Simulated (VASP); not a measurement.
Runs of VASP 6.6.1 on Ge. It takes space group Fd-3m (No. 227, cubic). Conventional cell: a = 5.675 Å, b = 5.675 Å, c = 5.675 Å, α = 90.00°, β = 90.00°, γ = 90.00°. Ge (site symmetry -43m) has 4 Ge at 2.46 Å within 3.2 Å. 

```tsv
task	level	potentials or basis	spin	cutoff (eV)	gap on the mesh (eV)	pressure (GPa)
single point	LDA	VASP PAW LDA potentials, release 64 (Ge_d)	off	520	none	(a)
single point	PBE	VASP PAW PBE potentials, release 64 (Ge_d)	non-collinear, zero start, SOC	520	-	(b)
single point	r2SCAN	VASP PAW PBE potentials, release 64 (Ge_d)	off	520	0.32	0.0
single point	LDA	VASP PAW LDA potentials, release 64 (Ge_d)	off	500	none	-1.7
```

Alike in all rows: cell as given; k mesh 7 × 7 × 7; smearing fermi-dirac 0.1 eV.

Question: Estimate the missing entries.

Answer: (a) -1.6; (b) 3.0.

Caveats: the PAW data sets were made with another functional, which shifts forces and pressure a little (some runs).

A k mesh can miss the band edges, and rows without SOC leave out spin-orbit coupling on Ge.

A gap of «none» marks levels without a gap at the run's occupations.
